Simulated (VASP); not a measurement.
# InPd (Pm-3m) in VASP: a series of runs

Aim: see how the results for InPd move with the level of theory and the settings. Levels: LDA, r2SCAN. Tasks: single point, relaxation of cell and atoms.

Program: VASP 6.6.1. These are calculated values, not measurements. Logs are shortened: lines on timing, memory, paths and dates and some standing lists are left out, and cuts for length are marked.

## Step 1: The cell of the first run

The structure is cubic, space group Pm-3m (No. 221). The conventional cell has a = 3.205 Å, b = 3.205 Å, c = 3.205 Å, α = 90.00°, β = 90.00°, γ = 90.00°. In (site symmetry m-3m) has 8 Pd at 2.78 Å and 6 In at 3.21 Å within 3.7 Å. Within 3.7 Å of Pd (site symmetry m-3m) lie 8 In at 2.78 Å and 6 Pd at 3.21 Å.

## Step 2: Single point, LDA

Input file INCAR:

```
SYSTEM = InPd
ALGO = Normal
EDIFF = 1E-6
ENCUT = 540
GGA = CA
GGA_COMPAT = .FALSE.
ISIF = 2
ISMEAR = -1
LASPH = .TRUE.
LCHARG = .FALSE.
LREAL = .FALSE.
LWAVE = .FALSE.
NBANDS = 22
NELM = 120
PREC = Accurate
SIGMA = 0.05
```

Input file KPOINTS:

```
k-points
0
G
  8 8 8
  0 0 0
```

Input file POSCAR:

```
InPd
1.0
    3.2050928798      0.0000000000      0.0000000000
    0.0000000000      3.2050928798      0.0000000000
    0.0000000000      0.0000000000      3.2050928798
In Pd
1 1
Direct
    0.0000000000      0.0000000000      0.0000000000
    0.5000000000      0.5000000000      0.5000000000
```

Potentials or basis: VASP PAW LDA potentials, release 64 (In_d, Pd_sv_GW).

Started as:

```console
$ cat potpaw_LDA.64/In_d/POTCAR potpaw_LDA.64/Pd_sv_GW/POTCAR > POTCAR
$ mpirun -np 1 vasp_std > vasp.out
```

OUTCAR:

```text
SYSTEM = InPd
   EDIFF = 1E-6
   ENCUT = 540
   GGA = CA
   ISIF = 2
   ISMEAR = -1
   LASPH = .TRUE.
   LREAL = .FALSE.
   NELM = 120
   PREC = Accurate

 ion  position               nearest neighbor table
   1  0.000  0.000  0.000-   2 2.78   2 2.78   2 2.78   2 2.78   2 2.78   2 2.78   2 2.78   2 2.78

   2  0.500  0.500  0.500-   1 2.78   1 2.78   1 2.78   1 2.78   1 2.78   1 2.78   1 2.78   1 2.78

  LATTYP: Found a simple cubic cell.
 ALAT       =     3.2050928798

  Lattice vectors:

 A1 = (   3.2050928798,   0.0000000000,   0.0000000000)
 A2 = (   0.0000000000,   3.2050928798,   0.0000000000)
 A3 = (   0.0000000000,   0.0000000000,   3.2050928798)

Analysis of symmetry for initial positions (statically):
=====================================================================
 Subroutine PRICEL returns:
 Original cell was already a primitive cell.

 Routine SETGRP: Setting up the symmetry group for a
 simple cubic supercell.

 Subroutine GETGRP returns: Found 48 space group operations
 (whereof 48 operations were pure point group operations)
 out of a pool of 48 trial point group operations.

The static configuration has the point symmetry O_h .

Analysis of symmetry for dynamics (positions and initial velocities):
=====================================================================
 Subroutine PRICEL returns:
 Original cell was already a primitive cell.

 Routine SETGRP: Setting up the symmetry group for a
 simple cubic supercell.

 Subroutine GETGRP returns: Found 48 space group operations
 (whereof 48 operations were pure point group operations)
 out of a pool of 48 trial point group operations.

The dynamic configuration has the point symmetry O_h .

 Subroutine INISYM returns: Found 48 space group operations
 (whereof 48 operations are pure point group operations),
 and found     1 'primitive' translations

----------------------------------------------------------------------------------------

                                     Primitive cell

  volume of cell :      32.9247

  direct lattice vectors                    reciprocal lattice vectors
     3.205092880  0.000000000  0.000000000     0.312003439  0.000000000  0.000000000
     0.000000000  3.205092880  0.000000000     0.000000000  0.312003439  0.000000000
     0.000000000  0.000000000  3.205092880     0.000000000  0.000000000  0.312003439

  length of vectors
     3.205092880  3.205092880  3.205092880     0.312003439  0.312003439  0.312003439

  position of ions in fractional coordinates (direct lattice)
     0.000000000  0.000000000  0.000000000
     0.500000000  0.500000000  0.500000000

  ion indices of the primitive-cell ions
   primitive index   ion index
                 1           1
                 2           2

----------------------------------------------------------------------------------------

 KPOINTS: k-points

Automatic generation of k-mesh.
 Grid dimensions read from file:
 generate k-points for:    8    8    8

 Generating k-lattice:

  Cartesian coordinates                     Fractional coordinates (reciprocal lattice)
     0.039000430  0.000000000  0.000000000     0.125000000  0.000000000  0.000000000
     0.000000000  0.039000430  0.000000000     0.000000000  0.125000000  0.000000000
     0.000000000  0.000000000  0.039000430     0.000000000  0.000000000  0.125000000

  Length of vectors
     0.039000430  0.039000430  0.039000430

  Shift w.r.t. Gamma in fractional coordinates (k-lattice)
     0.000000000  0.000000000  0.000000000

 Subroutine IBZKPT returns following result:
 ===========================================

 Found     35 irreducible k-points:

 Following reciprocal coordinates:
            Coordinates               Weight
  0.000000  0.000000  0.000000      1.000000
  0.125000  0.000000  0.000000      6.000000
  0.250000  0.000000  0.000000      6.000000
  0.375000  0.000000  0.000000      6.000000
  0.500000  0.000000  0.000000      3.000000
  0.125000  0.125000  0.000000     12.000000
[... 16 lines left out ...]
  0.375000  0.375000  0.125000     24.000000
  0.500000  0.375000  0.125000     24.000000
 [... further k-points ...]
   k-points           NKPTS =     35   k-points in BZ     NKDIM =     35   number of bands    NBANDS=     22
   number of dos      NEDOS =    301   number of ions     NIONS =      2
   total plane-waves  NPLWV =  13824
   dimension x,y,z NGX =    24 NGY =   24 NGZ =   24
   dimension x,y,z NGXF=    48 NGYF=   48 NGZF=   48
   ions per type =               1   1
   NGX,Y,Z   is equivalent  to a cutoff of  12.45, 12.45, 12.45 a.u.
   NGXF,Y,Z  is equivalent  to a cutoff of  24.90, 24.90, 24.90 a.u.
 SYSTEM =  InPd
   PREC   = accura    normal or accurate (medium, high low for compatibility)
   ISTART =      0    job   : 0-new  1-cont  2-samecut
   ICHARG =      2    charge: 1-file 2-atom 10-const
   ISPIN  =      1    spin polarized calculation?
   LNONCOLLINEAR =      F non collinear calculations
   LSORBIT =      F    spin-orbit coupling
   LASPH  =      T    aspherical Exc in radial PAW
   ENCUT  =  540.0 eV  39.69 Ry    6.30 a.u.   6.07  6.07  6.07*2*pi/ulx,y,z
   NELM   =    120;   NELMIN=  2; NELMDL= -5     # of ELM steps
   EDIFF  = 0.1E-05   stopping-criterion for ELM
   LREAL  =      F    real-space projection
   EDIFFG = 0.1E-04   stopping-criterion for IOM
   NSW    =      0    number of steps for IOM
   IBRION =     -1    ionic relax: 0-MD 1-quasi-New 2-CG
   NFREE  =      0    steps in history (QN), initial steepest desc. (CG)
   ISIF   =      2    stress and relaxation
   ISYM   =      2    0-nonsym 1-usesym 2-fastsym
   POTIM  = 0.5000    time-step for ionic-motion
   TEBEG  =    0.0;   TEEND  =   0.0 temperature during run
   PSTRESS=    0.0 pullay stress
   NELECT =      31.0000    total number of electrons
   NUPDOWN=      -1.0000    fix difference up-down
   EMIN   =  10.00;   EMAX   =-10.00  energy-range for DOS
   EFERMI =   0.00;   METHOD = LEGACY
   ISMEAR =    -1;   SIGMA  =   0.05  broadening in eV -4-tet -1-fermi 0-gaus
   EFERMI_NEDOS =   21; number of points for ismear=-14 and -15
   IALGO  =     38    algorithm
   IMIX   =      4    mixing-type and parameters
     AMIX     =   0.40;   BMIX     =  1.00
     AMIX_MAG =   1.60;   BMIX_MAG =  1.00
  volume/ion in A,a.u.               =      16.46       111.09
  Fermi-wavevector in a.u.,A,eV,Ry     =   1.604556  3.032170 35.029542  2.574599
  Thomas-Fermi vector in A             =   2.701042
   LORBIT       =      0    0 simple, 1 ext, 2 COOP (PROOUT), +10 PAW based schemes
   GGA     = CA    functional components
   LHFCALC =     F    Hartree Fock is set to
   AEXX    =    0.0000 exact exchange contribution
   IVDW    =     0    specifies the selected vdW correction
   LEPSILON=     F    determine dielectric tensor
   LRPA    =     F    only Hartree local field effects (RPA)
 non-spin polarized calculation
  energy-cutoff  :      540.00
  volume of cell :       32.92
 maximum number of plane-waves:       968
   NGX = 13   NGY = 13   NGZ = 13

 number of electron      30.9999985 magnetization

 Free energy of the ion-electron system (eV)
  ---------------------------------------------------
  ext. energy  EPLUGINS =         0.00000000
  ---------------------------------------------------
  free energy    TOTEN  =        -9.34097681 eV

  energy without entropy =       -9.33093578  energy(sigma->0) =       -9.33595630

 E-fermi :  10.4988     XC(G=0): -13.0594

 val. band max:       10.4681780902   @ k =   0.3750   0.2500   0.1250
 cond. band min:      10.6070539765   @ k =   0.5000   0.5000   0.5000
 fundamental gap:      0.1388758863
 Fermi energy:        10.4987626576

 k-point     1 :       0.0000    0.0000    0.0000
  band No.  band energies     occupation
      1     -73.6295      2.00000
      2     -39.6404      2.00000
      3     -39.6404      2.00000
      4     -39.6404      2.00000
      5      -4.4715      2.00000
      6      -4.4715      2.00000
[... 14 lines left out ...]
     21      21.7236      0.00000
     22      26.6948      0.00000

 k-point     2 :       0.1250    0.0000    0.0000
  band No.  band energies     occupation
      1     -73.6292      2.00000
      2     -39.6472      2.00000
      3     -39.6400      2.00000
      4     -39.6400      2.00000
      5      -4.4603      2.00000
      6      -4.4097      2.00000
[... 14 lines left out ...]
     21      23.2344      0.00000
     22      26.2673      0.00000

 k-point     3 :       0.2500    0.0000    0.0000
  band No.  band energies     occupation
      1     -73.6284      2.00000
      2     -39.6622      2.00000
      3     -39.6389      2.00000
      4     -39.6389      2.00000
      5      -4.4329      2.00000
      6      -4.2614      2.00000
[... 14 lines left out ...]
     21      25.5699      0.00000
     22      26.0130      0.00000

 k-point     4 :       0.3750    0.0000    0.0000
  band No.  band energies     occupation
      1     -73.6276      2.00000
      2     -39.6774      2.00000
      3     -39.6378      2.00000
      4     -39.6378      2.00000
      5      -4.4054      2.00000
      6      -4.1145      2.00000
[... 14 lines left out ...]
     21      23.7517      0.00000
     22      23.9420      0.00000

 k-point     5 :       0.5000    0.0000    0.0000
  band No.  band energies     occupation
      1     -73.6273      2.00000
      2     -39.6833      2.00000
      3     -39.6370      2.00000
      4     -39.6370      2.00000
      5      -4.3939      2.00000
      6      -4.1016      2.00000
[... 14 lines left out ...]
     21      21.6985      0.00000
     22      21.9366      0.00000

 k-point     6 :       0.1250    0.1250    0.0000
  band No.  band energies     occupation
      1     -73.6288      2.00000
      2     -39.6468      2.00000
      3     -39.6465      2.00000
      4     -39.6399      2.00000
      5      -4.4259      2.00000
      6      -4.3717      2.00000
[... 14 lines left out ...]
     21      23.3788      0.00000
     22      25.4229      0.00000

 k-point     7 :       0.2500    0.1250    0.0000
  band No.  band energies     occupation
      1     -73.6281      2.00000
      2     -39.6617      2.00000
      3     -39.6453      2.00000
      4     -39.6386      2.00000
      5      -4.3926      2.00000
      6      -4.2306      2.00000
[... 324 lines left out ...]
      6      -4.1544      2.00000
[... 14 lines left out ...]
     21      23.6869      0.00000
     22      23.8515      0.00000

 k-point    21 :       0.3750    0.2500    0.1250
  band No.  band energies     occupation
      1     -73.6262      2.00000
      2     -39.6747      2.00000
      3     -39.6583      2.00000
      4     -39.6420      2.00000
      5      -4.2407      2.00000
      6      -4.2297      2.00000
[... 14 lines left out ...]
     21      23.3782      0.00000
     22      24.5653      0.00000

 k-point    22 :       0.5000    0.2500    0.1250
  band No.  band energies     occupation
      1     -73.6259      2.00000
      2     -39.6810      2.00000
      3     -39.6578      2.00000
      4     -39.6416      2.00000
      5      -4.2667      2.00000
      6      -4.2273      2.00000
[... 14 lines left out ...]
     21      23.2306      0.00000
     22      25.2472      0.00000

 k-point    23 :       0.3750    0.3750    0.1250
  band No.  band energies     occupation
      1     -73.6254      2.00000
      2     -39.6734      2.00000
      3     -39.6732      2.00000
      4     -39.6409      2.00000
      5      -4.3255      2.00000
      6      -4.1939      2.00000
[... 14 lines left out ...]
     21      21.7784      0.00000
     22      24.0691      0.00000

 k-point    24 :       0.5000    0.3750    0.1250
  band No.  band energies     occupation
      1     -73.6251      2.00000
      2     -39.6792      2.00000
      3     -39.6726      2.00000
      4     -39.6402      2.00000
      5      -4.3624      2.00000
      6      -4.1831      2.00000
[... 14 lines left out ...]
     21      21.9178      0.00000
     22      24.0006      0.00000

 [... further k-points ...]
[... 5 lines left out ...]
  --------------------------------------------------------------------------------------
  -------------------------------------------------------------------------------------
  Total        0.1036126      0.1036126      0.1036126      0.0000000     -0.0000000      0.0000000
  in kB        5.0419830      5.0419830      5.0419830      0.0000000     -0.0000000      0.0000000
  external PRESSURE =       5.0419830 kB  Pullay stress =       0.0000000 kB

 VOLUME and BASIS-vectors are now :
 -----------------------------------------------------------------------------
  energy-cutoff  :      540.00
  volume of cell :       32.92
      direct lattice vectors                 reciprocal lattice vectors
     3.205092880  0.000000000  0.000000000     0.312003439  0.000000000  0.000000000
     0.000000000  3.205092880  0.000000000     0.000000000  0.312003439  0.000000000
     0.000000000  0.000000000  3.205092880     0.000000000  0.000000000  0.312003439

 POSITION                                       TOTAL-FORCE (eV/Angst)
 -----------------------------------------------------------------------------------
      0.00000      0.00000      0.00000         0.000000      0.000000      0.000000
      1.60255      1.60255      1.60255         0.000000      0.000000      0.000000
 -----------------------------------------------------------------------------------
    total drift:                                0.000000      0.000000     -0.000000

  FREE ENERGIE OF THE ION-ELECTRON SYSTEM (eV)
  ---------------------------------------------------
  free  energy   TOTEN  =        -9.3409768134 eV

  energy  without entropy=       -9.3309357839  energy(sigma->0) =       -9.33595630
```

Wall time 12 s (1 thread of Intel Xeon 6975P-C (Granite Rapids), shared host); peak memory 0.16 GiB.

What came out:

```
Free energy : -9.3410 eV
Pressure    : 0.5 GPa
```

Levels at points of the mesh, in eV from the Fermi level:
```tsv
k point	band 14	band 15	band 16	band 17	band 18	band 19
(0.00, 0.00, 0.00)	-2.32	-2.32	4.33	4.33	4.33	10.19
(0.50, 0.00, 0.00)	-3.44	-2.43	-1.07	10.11	10.11	10.29
(0.50, 0.50, 0.00)	-2.48	-2.48	-1.69	1.81	2.75	9.84
(0.50, 0.50, 0.50)	-1.64	0.11	4.00	4.00	4.00	4.75
```

Caveat: spin-orbit coupling is left out, which moves the levels of the heavy elements.

## Step 3: Single point, r2SCAN

This run uses another cell than the first one, of 17.86 Å³/atom, 1.085 times its volume.

Input file POSCAR:

```
InPd
1.0
    3.2935535226      0.0000000000      0.0000000000
    0.0000000000      3.2935535226      0.0000000000
    0.0000000000      0.0000000000      3.2935535226
In Pd
1 1
Direct
    0.0000000000      0.0000000000      0.0000000000
    0.5000000000      0.5000000000      0.5000000000
```

Input file INCAR.step1:

```
ALGO = Normal ; EDIFF = 1E-5
ENCUT = 590 ; GGA = PE
GGA_COMPAT = False ; ISMEAR = -1
LASPH = True ; LCHARG = False
LREAL = False ; LWAVE = True
NBANDS = 22 ; NELM = 120
PREC = Accurate ; SIGMA = 0.05
```

Input file INCAR.step2:

```
ALGO = Normal ; EDIFF = 1E-6
ENCUT = 590 ; GGA_COMPAT = False
ISIF = 2 ; ISMEAR = -1
ISTART = 1 ; LASPH = True
LCHARG = True ; LELF = True
LMIXTAU = True ; LREAL = False
LVHAR = True ; LWAVE = False
METAGGA = R2SCAN ; NBANDS = 22
NELM = 120 ; PREC = Accurate
SIGMA = 0.05
```

Input file KPOINTS:

```
k-points
0
Gamma
  8 8 8
```

Potentials or basis: VASP PAW PBE potentials, release 64 (In_d, Pd_sv_GW).

Started as:

```console
$ cat potpaw_PBE.64/In_d/POTCAR potpaw_PBE.64/Pd_sv_GW/POTCAR > POTCAR
$ cp INCAR.step1 INCAR
$ mpirun -np 1 vasp_std > vasp.out
$ cp INCAR.step2 INCAR
$ mpirun -np 1 vasp_std > vasp.out
```

Wall time 2.2 min (1 thread of Intel Xeon Platinum 8259CL at 2.50GHz (Skylake/Cascade Lake), shared host); peak memory 0.2 GiB.

The run converged. Its results:

```
Free energy : -45.1716 eV
Pressure    : -3.2 GPa
```

Levels at points of the mesh, in eV from the Fermi level:
| k point | band 14 | band 15 | band 16 | band 17 | band 18 | band 19 |
| --- | --- | --- | --- | --- | --- | --- |
| (0.00, 0.00, 0.00) | -2.26 | -2.26 | 4.57 | 4.57 | 4.57 | 9.96 |
| (0.50, 0.00, 0.00) | -3.24 | -2.33 | -1.09 | 10.01 | 10.01 | 10.20 |
| (0.50, 0.50, 0.00) | -2.24 | -2.24 | -1.71 | 1.60 | 2.66 | 10.02 |
| (0.50, 0.50, 0.50) | -1.66 | 0.24 | 4.06 | 4.06 | 4.06 | 4.58 |

Caveat: the PAW data sets were made with another functional, which shifts forces and pressure a little; spin-orbit coupling is left out, which moves the levels of the heavy elements.

## Step 4: Single point, r2SCAN

This run uses another cell than the first one, of 17.44 Å³/atom, 1.060 times its volume.

Input file POSCAR:

```
InPd
1.0
    3.2675784536      0.0000000000      0.0000000000
    0.0000000000      3.2675784536      0.0000000000
    0.0000000000      0.0000000000      3.2675784536
In Pd
1 1
Direct
    0.0000000000      0.0000000000      0.0000000000
    0.5000000000      0.5000000000      0.5000000000
```

Input file INCAR.step1:

```
SYSTEM = InPd
ALGO     = Normal         ! electronic algorithm
EDIFF    = 1E-5           ! SCF threshold, eV
ENCUT    = 550            ! plane-wave cutoff, eV
GGA      = PE             ! functional
GGA_COMPAT= .FALSE.      
ISMEAR   = -1             ! smearing method
LASPH    = .TRUE.         ! aspherical terms in the spheres
LCHARG   = .FALSE.        ! write CHGCAR
LREAL    = .FALSE.        ! projectors in reciprocal space
LWAVE    = .TRUE.         ! write WAVECAR
NBANDS   = 18             ! bands
NELM     = 120            ! most SCF steps
PREC     = Accurate       ! precision mode
SIGMA    = 0.05           ! smearing width, eV
```

Input file INCAR.step2:

```
SYSTEM = InPd
ALGO     = Normal         ! electronic algorithm
EDIFF    = 1E-6           ! SCF threshold, eV
ENCUT    = 550            ! plane-wave cutoff, eV
GGA_COMPAT= .FALSE.      
ISIF     = 2              ! what is computed and relaxed
ISMEAR   = -1             ! smearing method
ISTART   = 1            
LASPH    = .TRUE.         ! aspherical terms in the spheres
LCHARG   = .FALSE.        ! write CHGCAR
LMIXTAU  = .TRUE.       
LREAL    = .FALSE.        ! projectors in reciprocal space
LWAVE    = .FALSE.        ! write WAVECAR
METAGGA  = R2SCAN         ! meta-GGA
NBANDS   = 18             ! bands
NELM     = 120            ! most SCF steps
PREC     = Accurate       ! precision mode
SIGMA    = 0.05           ! smearing width, eV
```

Input file KPOINTS:

```
k-points
0
G
  8 8 8
  0 0 0
```

Potentials or basis: VASP PAW PBE potentials, release 64 (In_d, Pd).

Started as:

```console
$ cat potpaw_PBE.64/In_d/POTCAR potpaw_PBE.64/Pd/POTCAR > POTCAR
$ cp INCAR.step1 INCAR
$ mpirun -np 1 vasp_std > vasp.out
$ cp INCAR.step2 INCAR
$ mpirun -np 1 vasp_std > vasp.out
```

Wall time 2.3 min (1 thread of Intel Xeon 8259CL, shared host); peak memory 0.18 GiB.

It converged, with:

| Item | Value |
| --- | --- |
| Free energy | -46.6474 eV |
| Pressure | 0.5 GPa |

Levels at points of the mesh, in eV from the Fermi level:
```
           k point  band 9  band 10  band 11  band 12  band 13  band 14  band 15  band 16
(0.00, 0.00, 0.00)   -2.30    -2.30    -2.30     4.61     4.61     4.61    10.27    11.01
(0.50, 0.00, 0.00)   -3.33    -3.33    -2.38    -1.09    10.23    10.23    10.30    11.32
(0.50, 0.50, 0.00)   -2.74    -2.35    -2.35    -1.72     1.74     2.72    10.23    12.04
(0.50, 0.50, 0.50)   -1.68    -1.68     0.35     4.05     4.05     4.05     4.69     4.69
```

Caveat: the PAW data sets were made with another functional, which shifts forces and pressure a little; spin-orbit coupling is left out, which moves the levels of the heavy elements.

[end of part 1 of 2]
